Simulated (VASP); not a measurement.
# BeTe (F-43m) in VASP: notebook, part 3 of 3

VASP 6.6.1. The steps go on from the part before.

### Step 5. Relaxation of cell and atoms, LDA, target pressure 2 GPa, at which the enthalpy is minimised

This run uses another cell than the first one, of 21.25 Å³/atom, 1.062 times its volume.

INCAR

```
SYSTEM = BeTe
ALGO = Normal
EDIFF = 1E-6
EDIFFG = -0.02
ENCUT = 600
GGA = CA
IBRION = 2
ISIF = 3
ISMEAR = -1
LASPH = .TRUE.
LCHARG = .FALSE.
LREAL = .FALSE.
LWAVE = .FALSE.
NELM = 60
NSW = 80
PREC = Accurate
PSTRESS = 20.0
SIGMA = 0.05
```

KPOINTS

```
k-points
0
G
  8 8 8
  0 0 0
```

POSCAR

```
BeTe
1.0
    0.0000000000      2.7700000000      2.7700000000
    2.7700000000      0.0000000000      2.7700000000
    2.7700000000      2.7700000000      0.0000000000
Te Be
1 1
Direct
    0.7500000000      0.7500000000      0.7500000000
    0.0000000000      0.0000000000      0.0000000000
```

Potentials or basis: VASP PAW LDA potentials, release 64 (Te, Be).

Command:

```console
> cat potpaw_LDA.64/Te/POTCAR potpaw_LDA.64/Be/POTCAR > POTCAR
> mpirun -np 1 vasp_std > vasp.out
```

OUTCAR:

```text
SYSTEM = BeTe
   EDIFF = 1E-6
   EDIFFG = -0.02
   ENCUT = 600
   GGA = CA
   IBRION = 2
   ISIF = 3
   ISMEAR = -1
   LASPH = .TRUE.
   LREAL = .FALSE.
   NELM = 60
   NSW = 80
   PREC = Accurate
   PSTRESS = 20.0

 ion  position               nearest neighbor table
   1  0.750  0.750  0.750-   2 2.40   2 2.40   2 2.40   2 2.40
   2  0.000  0.000  0.000-   1 2.40   1 2.40   1 2.40   1 2.40

  LATTYP: Found a face centered cubic cell.
 ALAT       =     5.5400000000

  Lattice vectors:

 A1 = (   0.0000000000,   2.7700000000,   2.7700000000)
 A2 = (   2.7700000000,   0.0000000000,   2.7700000000)
 A3 = (   2.7700000000,   2.7700000000,   0.0000000000)

Analysis of symmetry for initial positions (statically):
=====================================================================
 Subroutine PRICEL returns:
 Original cell was already a primitive cell.

 Routine SETGRP: Setting up the symmetry group for a
 face centered cubic supercell.

 Subroutine GETGRP returns: Found 24 space group operations
 (whereof 24 operations were pure point group operations)
 out of a pool of 48 trial point group operations.

The static configuration has the point symmetry T_d .

Analysis of symmetry for dynamics (positions and initial velocities):
=====================================================================
 Subroutine PRICEL returns:
 Original cell was already a primitive cell.

 Routine SETGRP: Setting up the symmetry group for a
 face centered cubic supercell.

 Subroutine GETGRP returns: Found 24 space group operations
 (whereof 24 operations were pure point group operations)
 out of a pool of 48 trial point group operations.

The dynamic configuration has the point symmetry T_d .

 Subroutine INISYM returns: Found 24 space group operations
 (whereof 24 operations are pure point group operations),
[... 124 lines left out ...]
   IVDW    =     0    specifies the selected vdW correction
   LEPSILON=     F    determine dielectric tensor
   LRPA    =     F    only Hartree local field effects (RPA)
 conjugate gradient relaxation of ions
 non-spin polarized calculation
  energy-cutoff  :      600.00
  volume of cell :       42.51
 maximum number of plane-waves:      1433
   NGX = 15   NGY = 15   NGZ = 15

--------------------------------------- Ionic step        1  -------------------------------------------

 number of electron       8.0000000 magnetization

 Free energy of the ion-electron system (eV)
  ---------------------------------------------------
  ext. energy  EPLUGINS =         0.00000000
  ---------------------------------------------------
  free energy    TOTEN  =        -8.72543235 eV

  energy without entropy =       -8.72543235  energy(sigma->0) =       -8.72543235

------------------------ aborting loop because EDIFF is reached ----------------------------------------

  FORCE on cell =-STRESS in cart. coord.  units (eV):
  Direction    XX          YY          ZZ          XY          YZ          ZX
  --------------------------------------------------------------------------------------
  -------------------------------------------------------------------------------------
  Total        0.2104341      0.2104341      0.2104341      0.0000000      0.0000000      0.0000000
  in kB        7.9315392      7.9315392      7.9315392      0.0000000      0.0000000      0.0000000
  external PRESSURE =     -12.0684608 kB  Pullay stress =      20.0000000 kB
[... 63 lines left out ...]
--------------------------------------- Ionic step        3  -------------------------------------------

 number of electron       8.0000000 magnetization

 Free energy of the ion-electron system (eV)
  ---------------------------------------------------
  ext. energy  EPLUGINS =         0.00000000
  ---------------------------------------------------
  free energy    TOTEN  =        -8.71904406 eV

  energy without entropy =       -8.71904406  energy(sigma->0) =       -8.71904406

 E-fermi :   6.5786     XC(G=0):  -9.5308

 val. band max:        5.7202450964   @ k =   0.0000   0.0000   0.0000
 cond. band min:       7.4263627417   @ k =   0.5000   0.5000   0.0000
 fundamental gap:      1.7061176453
 Fermi energy:         6.5785553865

 k-point     1 :       0.0000    0.0000    0.0000
  band No.  band energies     occupation
      1      -7.0554      2.00000
      2       5.7202      2.00000
      3       5.7202      2.00000
      4       5.7202      2.00000
      5       9.2452      0.00000
      6       9.2452      0.00000
      7       9.2452      0.00000
      8       9.9452      0.00000
[... 243 lines left out ...]
 k-point    24 :      -0.3750    0.2500    0.1250
  band No.  band energies     occupation
      1      -5.2810      2.00000
      2       0.2120      2.00000
      3       2.5854      2.00000
      4       3.6106      2.00000
      5       9.8239      0.00000
      6      10.1583      0.00000
      7      12.5479      0.00000
      8      13.6091      0.00000

 [... further k-points ...]

------------------------ aborting loop because EDIFF is reached ----------------------------------------

  FORCE on cell =-STRESS in cart. coord.  units (eV):
  Direction    XX          YY          ZZ          XY          YZ          ZX
  --------------------------------------------------------------------------------------
  -------------------------------------------------------------------------------------
  Total        0.5232580      0.5232580      0.5232580     -0.0000000      0.0000000     -0.0000000
  in kB       20.0705325     20.0705325     20.0705325     -0.0000000      0.0000000     -0.0000000
  external PRESSURE =       0.0705325 kB  Pullay stress =      20.0000000 kB
[... 21 lines left out ...]
  energy  without entropy=       -8.7190440583  energy(sigma->0) =       -8.71904406

  enthalpy is  TOTEN    =        -8.1976249166 eV   P V=        0.5214191426

 reached required accuracy - stopping structural energy minimisation
```

It took 33 s on 1 thread of Intel Xeon 8259CL, shared host; peak memory 0.16 GiB.

Results:

```yaml
Free_energy: -8.7190 eV
Relaxed_volume: 20.89 Å³/atom
Relaxed_cell: a = 3.895 Å, b = 3.895 Å, c = 3.895 Å, α = 60.00°, β = 60.00°, γ = 60.00°
Space_group_after_relaxing_to_0.05_Å: F-43m (No. 216)
Energy_change_on_relaxing_the_enthalpy_is_what_falls: +3.2 meV/atom
Ionic_steps: 3
Pressure_after_relaxing: 2.0 GPa
Band_gap_on_the_k_mesh: 1.71 eV, indirect (least direct gap 3.52 eV)
```

Step by step:
```tsv
step	energy change (eV)	largest force (eV/Å)	pressure (GPa)	volume (Å³)
1	0.0000	0.0000	0.79	42.51
2	0.0097	0.0000	2.40	41.53
3	0.0064	0.0000	2.01	41.77
```

Final structure:
```
Te Be
1.0
     0.00000    2.75389    2.75389
     2.75389    0.00000    2.75389
     2.75389    2.75389    0.00000
Te Be
1 1
Direct
  0.75000 0.75000 0.75000
  0.00000 0.00000 0.00000
```

Levels at points of the mesh, in eV from the valence-band top:
```tsv
k point	band 2	band 3	band 4	band 5	band 6	band 7
(0.00, 0.00, 0.00)	0.00	0.00	0.00	3.53	3.53	3.53
(0.50, 0.00, 0.00)	-5.97	-1.25	-1.25	3.24	4.52	4.52
(0.50, 0.50, 0.00)	-5.45	-2.90	-2.90	1.71	2.56	10.02
```

Caveat: the cell is relaxed towards a set pressure, so the enthalpy falls and the energy may rise; spin-orbit coupling is left out, which moves the levels of the heavy elements. Zero-point motion and thermal expansion aren't in these numbers.

### Step 6. Relaxation of cell and atoms, LDA, target pressure 5 GPa, at which the enthalpy is minimised

This run uses another cell than the first one, of 21.25 Å³/atom, 1.062 times its volume.

INCAR

```
SYSTEM = BeTe
PREC = Accurate
ENCUT = 600
EDIFF = 1E-6
ISMEAR = -1
SIGMA = 0.05
LREAL = .FALSE.
LASPH = .TRUE.
NELM = 100
ALGO = Normal
ISIF = 3
LWAVE = .FALSE.
LCHARG = .FALSE.
IBRION = 2
NSW = 80
EDIFFG = -0.02
PSTRESS = 50.0
```

KPOINTS

```
regular mesh
0
G
  8 8 8
  0 0 0
```

POSCAR is that of step 5.

Potentials or basis: VASP PAW LDA potentials, release 64 (Te, Be).

Command:

```console
> cat potpaw_LDA.64/Te/POTCAR potpaw_LDA.64/Be/POTCAR > POTCAR
> mpirun -np 1 vasp_std > vasp.out
```

Wall time 38 s (1 thread of Intel Xeon 8259CL, shared host); peak memory 0.16 GiB.

It converged, with:

* Free energy: -8.6847 eV
* Relaxed volume: 20.09 Å³/atom
* Relaxed cell: a = 3.844 Å, b = 3.844 Å, c = 3.844 Å, α = 60.00°, β = 60.00°, γ = 60.00°
* Space group after relaxing (to 0.05 Å): F-43m (No. 216)
* Energy change on relaxing (the enthalpy is what falls): +20.4 meV/atom
* Ionic steps: 3
* Pressure after relaxing: 5.0 GPa
* Band gap on the k mesh: 1.60 eV, indirect (least direct gap 3.48 eV)

The path:
```tsv
step	energy change (eV)	largest force (eV/Å)	pressure (GPa)	volume (Å³)
1	0.0000	0.0000	0.79	42.51
2	0.0792	0.0000	7.22	39.17
3	0.0407	0.0000	5.02	40.18
```

Final structure:
```
Te Be
1.0
     0.00000    2.71847    2.71847
     2.71847    0.00000    2.71847
     2.71847    2.71847    0.00000
Te Be
1 1
Direct
  0.75000 0.75000 0.75000
  0.00000 0.00000 0.00000
```

Levels at points of the mesh, in eV from the valence-band top:
```tsv
k point	band 1	band 2	band 3	band 4	band 5	band 6	band 7	band 8
(0.00, 0.00, 0.00)	-13.06	0.00	0.00	0.00	3.48	3.48	3.48	4.53
(0.50, 0.00, 0.00)	-11.45	-6.25	-1.32	-1.32	3.35	4.50	4.50	7.59
(0.50, 0.50, 0.00)	-10.86	-5.67	-3.06	-3.06	1.60	2.49	10.27	10.27
```

Caveat: the cell is relaxed towards a set pressure, so the enthalpy falls and the energy may rise; spin-orbit coupling is left out, which moves the levels of the heavy elements. Zero-point motion and thermal expansion aren't in these numbers.

### Step 7. The runs side by side

| task | cell | cutoff (eV) | gap on the mesh (eV) | pressure (GPa) |
| --- | --- | --- | --- | --- |
| single point | a = 3.839 Å, angles 60.0°, 2 atoms | 520 | 1.59 | 5.3 |
| single point | a = 3.928 Å, angles 60.0°, 2 atoms | 520 | 1.77 | 0.3 |
| relaxation of cell and atoms | relaxed from a = 3.917 Å, angles 60.0°, 2 atoms | 600 | 1.78 | 0.0 |
| relaxation of cell and atoms | relaxed to 2 GPa from a = 3.917 Å, angles 60.0°, 2 atoms | 600 | 1.71 | 2.0 |
| relaxation of cell and atoms | relaxed to 5 GPa from a = 3.917 Å, angles 60.0°, 2 atoms | 600 | 1.60 | 5.0 |

Alike in all rows: level LDA; potentials or basis VASP PAW LDA potentials, release 64 (Te, Be); no spin polarisation; k mesh 8 × 8 × 8; smearing fermi-dirac 0.05 eV.

Caveats: spin-orbit coupling is left out, which moves the levels of the heavy elements; the cell is relaxed towards a set pressure, so the enthalpy falls and the energy may rise (some runs).

Total energies depend on the potentials used, so only differences within one code and one set of settings carry meaning.
